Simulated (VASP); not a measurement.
Set up this calculation in VASP 6.6.1, as the native input.

```yaml
Task: single point
Functional: RPBE
Potentials_or_basis: VASP PAW PBE potentials, release 64 (As)
Cutoff: 520 eV
k_mesh: 10 × 10 × 10
Occupations: fermi-dirac, width 0.1 eV
Spin: no spin polarisation
Dipole_correction: no
Further_INCAR_settings: ALGO = Normal; EDIFF = 1e-06; NBANDS = 12
```

The structure of As lies in POSCAR:

```
As
1.0
    1.8236403154      1.0528792270      6.9252809082
   -1.8236403154      1.0528792270      6.9252809082
    0.0000000000     -2.1057584540      6.9252809082
As
2
Direct
    0.7999022461      0.7999022461      0.7999022461
    0.2000977539      0.2000977539      0.2000977539
```

One way to write it, as run:

INCAR

```
ALGO = Normal ; EDIFF = 1E-6
ENCUT = 520 ; GGA = RP
ISIF = 2 ; ISMEAR = -1
LASPH = T ; LCHARG = T
LELF = T ; LREAL = F
LVHAR = T ; LWAVE = F
NBANDS = 12 ; NELM = 80
PREC = Accurate ; SIGMA = 0.1
```

KPOINTS

```
k-points
0
Gamma
  10 10 10
```

Potentials or basis: VASP PAW PBE potentials, release 64 (As).

Command:

```console
$ cat potpaw_PBE.64/As/POTCAR > POTCAR
$ mpirun -np 1 vasp_std > vasp.out
```

It gave:

| Property | Result |
| --- | --- |
| Pressure | 0.2 GPa |
| Largest force | 0.073 eV/Å |
| Band gap on the k mesh | 1.66 eV, indirect (least direct gap 1.79 eV) |

Caveat: the PAW data sets were made with another functional, which shifts forces and pressure a little.

Wall time 3.7 min on 1 thread of Intel(R) Xeon(R) Platinum 8488C (Sapphire Rapids), on a shared host, peak memory 0.42 GiB.
